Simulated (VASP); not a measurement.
# PtSe (P-6m2) in VASP: notebook

PtSe is run at these levels: PBE; tasks: single point.

Program: VASP 6.6.1. These are calculated values, not measurements. Logs are shortened: lines on timing, memory, paths and dates and some standing lists are left out, and cuts for length are marked.

## (1) The cell of the first run

It takes space group P-6m2 (No. 187, hexagonal). Conventional cell: a = 3.677 Å, b = 3.677 Å, c = 3.589 Å, α = 90.00°, β = 90.00°, γ = 120.00°. Pt (site symmetry -6m2) has 6 Se at 2.78 Å and 8 Pt at 3.59 to 3.68 Å within 3.7 Å. Within 3.7 Å of Se (site symmetry -6m2) lie 6 Pt at 2.78 Å and 8 Se at 3.59 to 3.68 Å.

## (2) Single point, PBE

The input, INCAR:

```
ALGO     = Normal         # electronic algorithm
EDIFF    = 1E-6           # SCF threshold, eV
ENCUT    = 520            # plane-wave cutoff, eV
GGA      = PE             # functional
ISIF     = 2              # what is computed and relaxed
ISMEAR   = -1             # smearing method
LASPH    = T              # aspherical terms in the spheres
LCHARG   = F              # write CHGCAR
LREAL    = F              # projectors in reciprocal space
LWAVE    = F              # write WAVECAR
NBANDS   = 15             # bands
NELM     = 60             # most SCF steps
PREC     = Accurate       # precision mode
SIGMA    = 0.05           # smearing width, eV
```

The input, KPOINTS:

```
k-points
0
Gamma
  8 8 7
```

The input, POSCAR:

```
PtSe
1.0
    3.6770248141      0.0000000000      0.0000000000
   -1.8385124021      3.1843969020      0.0000000000
    0.0000000000      0.0000000000      3.5885940374
Pt Se
1 1
Direct
    0.0000000000      0.0000000000      0.0000000000
    0.6666666667      0.3333333333      0.5000000000
```

Potentials or basis: VASP PAW PBE potentials, release 64 (Pt, Se).

Command:

```
> cat potpaw_PBE.64/Pt/POTCAR potpaw_PBE.64/Se/POTCAR > POTCAR
> mpirun -np 1 vasp_std > vasp.out
```

OUTCAR:

```text
EDIFF = 1E-6
   ENCUT = 520
   GGA = PE
   ISIF = 2
   ISMEAR = -1
   LASPH = T
   LREAL = F
   NELM = 60
   PREC = Accurate

 ion  position               nearest neighbor table
   1  0.000  0.000  0.000-   2 2.78   2 2.78   2 2.78   2 2.78   2 2.78   2 2.78
   2  0.667  0.333  0.500-   1 2.78   1 2.78   1 2.78   1 2.78   1 2.78   1 2.78

  LATTYP: Found a hexagonal cell.
 ALAT       =     3.6770248141
 C/A-ratio  =     0.9759504542

  Lattice vectors:

 A1 = (   3.6770248141,   0.0000000000,   0.0000000000)
 A2 = (  -1.8385124021,   3.1843969020,   0.0000000000)
 A3 = (   0.0000000000,   0.0000000000,   3.5885940374)

Analysis of symmetry for initial positions (statically):
=====================================================================
 Subroutine PRICEL returns:
 Original cell was already a primitive cell.

 Routine SETGRP: Setting up the symmetry group for a
 hexagonal supercell.

 Subroutine GETGRP returns: Found 12 space group operations
 (whereof 12 operations were pure point group operations)
 out of a pool of 24 trial point group operations.

The static configuration has the point symmetry D_3h.

Analysis of symmetry for dynamics (positions and initial velocities):
=====================================================================
 Subroutine PRICEL returns:
 Original cell was already a primitive cell.

 Routine SETGRP: Setting up the symmetry group for a
 hexagonal supercell.

 Subroutine GETGRP returns: Found 12 space group operations
 (whereof 12 operations were pure point group operations)
 out of a pool of 24 trial point group operations.

The dynamic configuration has the point symmetry D_3h.

 Subroutine INISYM returns: Found 12 space group operations
 (whereof 12 operations are pure point group operations),
 and found     1 'primitive' translations

----------------------------------------------------------------------------------------

                                     Primitive cell

  volume of cell :      42.0192

  direct lattice vectors                    reciprocal lattice vectors
     3.677024814  0.000000000  0.000000000     0.271959002  0.157015603  0.000000000
    -1.838512402  3.184396902  0.000000000     0.000000000  0.314031206  0.000000000
     0.000000000  0.000000000  3.588594037     0.000000000  0.000000000  0.278660665

  length of vectors
     3.677024814  3.677024814  3.588594037     0.314031206  0.314031206  0.278660665

  position of ions in fractional coordinates (direct lattice)
     0.000000000  0.000000000  0.000000000
     0.666666667  0.333333333  0.500000000

  ion indices of the primitive-cell ions
   primitive index   ion index
                 1           1
                 2           2

----------------------------------------------------------------------------------------

 KPOINTS: k-points

Automatic generation of k-mesh.
 Grid dimensions read from file:
 generate k-points for:    8    8    7

 Generating k-lattice:

  Cartesian coordinates                     Fractional coordinates (reciprocal lattice)
     0.033994875  0.019626950  0.000000000     0.125000000 -0.000000000  0.000000000
     0.000000000  0.039253901  0.000000000     0.000000000  0.125000000  0.000000000
     0.000000000  0.000000000  0.039808666     0.000000000  0.000000000  0.142857143

  Length of vectors
     0.039253901  0.039253901  0.039808666

  Shift w.r.t. Gamma in fractional coordinates (k-lattice)
     0.000000000  0.000000000  0.000000000

 Subroutine IBZKPT returns following result:
 ===========================================

 Found     40 irreducible k-points:

 Following reciprocal coordinates:
            Coordinates               Weight
  0.000000  0.000000  0.000000      1.000000
  0.125000  0.000000  0.000000      6.000000
  0.250000  0.000000  0.000000      6.000000
  0.375000  0.000000  0.000000      6.000000
  0.500000  0.000000  0.000000      3.000000
  0.125000  0.125000  0.000000      6.000000
[... 16 lines left out ...]
  0.250000  0.000000  0.285714     12.000000
  0.375000  0.000000  0.285714     12.000000
 [... further k-points ...]
   k-points           NKPTS =     40   k-points in BZ     NKDIM =     40   number of bands    NBANDS=     15
   number of dos      NEDOS =    301   number of ions     NIONS =      2
   total plane-waves  NPLWV =  21952
   dimension x,y,z NGX =    28 NGY =   28 NGZ =   28
   dimension x,y,z NGXF=    56 NGYF=   56 NGZF=   56
   ions per type =               1   1
   NGX,Y,Z   is equivalent  to a cutoff of  12.66, 12.66, 12.97 a.u.
   NGXF,Y,Z  is equivalent  to a cutoff of  25.32, 25.32, 25.94 a.u.
 SYSTEM =  unknown system
   PREC   = accura    normal or accurate (medium, high low for compatibility)
   ISTART =      0    job   : 0-new  1-cont  2-samecut
   ICHARG =      2    charge: 1-file 2-atom 10-const
   ISPIN  =      1    spin polarized calculation?
   LNONCOLLINEAR =      F non collinear calculations
   LSORBIT =      F    spin-orbit coupling
   LASPH  =      T    aspherical Exc in radial PAW
   ENCUT  =  520.0 eV  38.22 Ry    6.18 a.u.   6.84  6.84  6.67*2*pi/ulx,y,z
   NELM   =     60;   NELMIN=  2; NELMDL= -5     # of ELM steps
   EDIFF  = 0.1E-05   stopping-criterion for ELM
   LREAL  =      F    real-space projection
   EDIFFG = 0.1E-04   stopping-criterion for IOM
   NSW    =      0    number of steps for IOM
   IBRION =     -1    ionic relax: 0-MD 1-quasi-New 2-CG
   NFREE  =      0    steps in history (QN), initial steepest desc. (CG)
   ISIF   =      2    stress and relaxation
   ISYM   =      2    0-nonsym 1-usesym 2-fastsym
   POTIM  = 0.5000    time-step for ionic-motion
   TEBEG  =    0.0;   TEEND  =   0.0 temperature during run
   PSTRESS=    0.0 pullay stress
   NELECT =      16.0000    total number of electrons
   NUPDOWN=      -1.0000    fix difference up-down
   EMIN   =  10.00;   EMAX   =-10.00  energy-range for DOS
   EFERMI =   0.00;   METHOD = LEGACY
   ISMEAR =    -1;   SIGMA  =   0.05  broadening in eV -4-tet -1-fermi 0-gaus
   EFERMI_NEDOS =   21; number of points for ismear=-14 and -15
   IALGO  =     38    algorithm
   IMIX   =      4    mixing-type and parameters
     AMIX     =   0.40;   BMIX     =  1.00
     AMIX_MAG =   1.60;   BMIX_MAG =  1.00
  volume/ion in A,a.u.               =      21.01       141.78
  Fermi-wavevector in a.u.,A,eV,Ry     =   1.186585  2.242320 19.156780  1.407984
  Thomas-Fermi vector in A             =   2.322754
   LORBIT       =      0    0 simple, 1 ext, 2 COOP (PROOUT), +10 PAW based schemes
   GGA     = PE    functional components
   LHFCALC =     F    Hartree Fock is set to
   AEXX    =    0.0000 exact exchange contribution
   IVDW    =     0    specifies the selected vdW correction
   LEPSILON=     F    determine dielectric tensor
   LRPA    =     F    only Hartree local field effects (RPA)
 non-spin polarized calculation
  energy-cutoff  :      520.00
  volume of cell :       42.02
 maximum number of plane-waves:      1147
 NGX is ok and might be reduce to    28
   NGX = 13   NGY = 13   NGZ = 13

 number of electron      16.0000002 magnetization

 Free energy of the ion-electron system (eV)
  ---------------------------------------------------
  ext. energy  EPLUGINS =         0.00000000
  ---------------------------------------------------
  free energy    TOTEN  =        -9.04676999 eV

  energy without entropy =       -9.03660347  energy(sigma->0) =       -9.04168673

 E-fermi :   5.9859     XC(G=0): -10.8513

 val. band max:        5.9779748334   @ k =   0.1250   0.0000   0.4286
 cond. band min:       6.0161180017   @ k =   0.2500   0.0000   0.0000
 fundamental gap:      0.0381431683
 Fermi energy:         5.9859006725

 k-point     1 :       0.0000    0.0000    0.0000
  band No.  band energies     occupation
      1      -8.6128      2.00000
      2       2.3192      2.00000
      3       2.3192      2.00000
      4       2.4866      2.00000
      5       3.9157      2.00000
      6       3.9281      2.00000
      7       3.9281      2.00000
      8       5.9666      1.19025
      9       6.6240      0.00001
     10       6.6240      0.00001
     11      13.3550      0.00000
     12      13.7563      0.00000
     13      13.7563      0.00000
     14      18.8374      0.00000
     15      19.2965      0.00000

 k-point     2 :       0.1250    0.0000    0.0000
  band No.  band energies     occupation
      1      -8.4820      2.00000
      2       1.8108      2.00000
      3       2.4266      2.00000
      4       2.6408      2.00000
      5       3.0658      2.00000
      6       3.9015      2.00000
      7       4.9475      2.00000
      8       5.2006      2.00000
      9       6.3449      0.00152
     10       7.5604      0.00000
     11      12.8637      0.00000
     12      14.1943      0.00000
     13      14.3508      0.00000
     14      17.5443      0.00000
     15      19.7194      0.00000

 k-point     3 :       0.2500    0.0000    0.0000
  band No.  band energies     occupation
      1      -8.1368      2.00000
      2       0.7762      2.00000
      3       2.4376      2.00000
      4       2.7203      2.00000
      5       2.8392      2.00000
      6       3.8382      2.00000
      7       4.6182      2.00000
      8       5.7320      1.98762
      9       6.0161      0.70670
     10       8.3688      0.00000
     11      12.7092      0.00000
     12      14.4095      0.00000
     13      15.8424      0.00000
     14      15.9487      0.00000
     15      20.5533      0.00000

 k-point     4 :       0.3750    0.0000    0.0000
  band No.  band energies     occupation
      1      -7.7355      2.00000
      2      -0.1911      2.00000
      3       2.0583      2.00000
      4       2.8317      2.00000
      5       3.1006      2.00000
      6       3.7762      2.00000
      7       4.5822      2.00000
      8       5.1230      2.00000
      9       6.8918      0.00000
     10       8.6472      0.00000
     11      12.3536      0.00000
     12      14.8734      0.00000
     13      14.9333      0.00000
     14      17.5083      0.00000
     15      20.3654      0.00000
[... 307 lines left out ...]
 k-point    22 :       0.1250    0.0000    0.2857
  band No.  band energies     occupation
      1      -7.9977      2.00000
      2       0.2032      2.00000
      3       2.2029      2.00000
      4       2.4573      2.00000
      5       3.3353      2.00000
      6       3.5275      2.00000
      7       4.0943      2.00000
      8       6.0968      0.19619
      9       6.7045      0.00000
     10       9.7046      0.00000
     11      13.2325      0.00000
     12      14.5199      0.00000
     13      14.8795      0.00000
     14      16.9109      0.00000
     15      18.9058      0.00000

 k-point    23 :       0.2500    0.0000    0.2857
  band No.  band energies     occupation
      1      -7.7367      2.00000
      2       0.4166      2.00000
      3       1.5548      2.00000
      4       2.2618      2.00000
      5       3.2461      2.00000
      6       3.7907      2.00000
      7       4.3257      2.00000
      8       5.5137      1.99984
      9       6.6812      0.00000
     10       9.9382      0.00000
     11      12.1246      0.00000
     12      14.9063      0.00000
     13      15.1562      0.00000
     14      15.9603      0.00000
     15      18.8818      0.00000

 k-point    24 :       0.3750    0.0000    0.2857
  band No.  band energies     occupation
      1      -7.4443      2.00000
      2       0.2095      2.00000
      3       1.3108      2.00000
      4       2.0541      2.00000
      5       3.4136      2.00000
      6       4.1746      2.00000
      7       4.3650      2.00000
      8       5.3927      1.99999
      9       6.5417      0.00003
     10       8.9049      0.00000
     11      11.6365      0.00000
     12      14.5996      0.00000
     13      14.7467      0.00000
     14      17.3016      0.00000
     15      19.3143      0.00000

 [... further k-points ...]
[... 5 lines left out ...]
  --------------------------------------------------------------------------------------
  -------------------------------------------------------------------------------------
  Total       -2.2745011     -2.2745011     -3.4808766     -0.0000000     -0.0000000      0.0000000
  in kB      -86.7258655    -86.7258656   -132.7245082     -0.0000001     -0.0000000      0.0000000
  external PRESSURE =    -102.0587464 kB  Pullay stress =       0.0000000 kB

 VOLUME and BASIS-vectors are now :
 -----------------------------------------------------------------------------
  energy-cutoff  :      520.00
  volume of cell :       42.02
      direct lattice vectors                 reciprocal lattice vectors
     3.677024814  0.000000000  0.000000000     0.271959002  0.157015603  0.000000000
    -1.838512402  3.184396902  0.000000000     0.000000000  0.314031206  0.000000000
     0.000000000  0.000000000  3.588594037     0.000000000  0.000000000  0.278660665

 POSITION                                       TOTAL-FORCE (eV/Angst)
 -----------------------------------------------------------------------------------
      0.00000      0.00000      0.00000         0.000000     -0.000000      0.000000
      1.83851      1.06147      1.79430        -0.000000      0.000000      0.000000
 -----------------------------------------------------------------------------------
    total drift:                               -0.000000      0.000000      0.000000

  FREE ENERGIE OF THE ION-ELECTRON SYSTEM (eV)
  ---------------------------------------------------
  free  energy   TOTEN  =        -9.0467699914 eV

  energy  without entropy=       -9.0366034688  energy(sigma->0) =       -9.04168673
```

Run time: 27 s. Hardware: 1 thread of Intel Xeon Platinum 8259CL at 2.50GHz (Skylake/Cascade Lake), shared host; peak memory 0.17 GiB.

What came out:

| Quantity | Value |
| --- | --- |
| Free energy | -9.0468 eV |
| Pressure | -10.2 GPa |
| Band gap on the k mesh | zero (band 8 reaches 6.70 eV, above the bottom of band 9 at 5.81 eV) |

Stress tensor (GPa, compression positive):
```
 -8.67   0.00   0.00
  0.00  -8.67   0.00
  0.00   0.00 -13.27
```

Levels at points of the mesh, in eV from the Fermi level:
| k point | band 4 | band 5 | band 6 | band 7 | band 8 | band 9 | band 10 | band 11 | band 12 | band 13 |
| --- | --- | --- | --- | --- | --- | --- | --- | --- | --- | --- |
| (0.00, 0.00, 0.00) | -3.50 | -2.07 | -2.06 | -2.06 | -0.02 | 0.64 | 0.64 | 7.37 | 7.77 | 7.77 |
| (0.50, 0.00, 0.00) | -3.22 | -2.67 | -2.24 | -1.29 | -1.15 | 1.26 | 2.72 | 6.03 | 8.59 | 9.18 |

Caveat: spin-orbit coupling is left out, which moves the levels of the heavy elements.

(Part 1 of 2 ends here.)
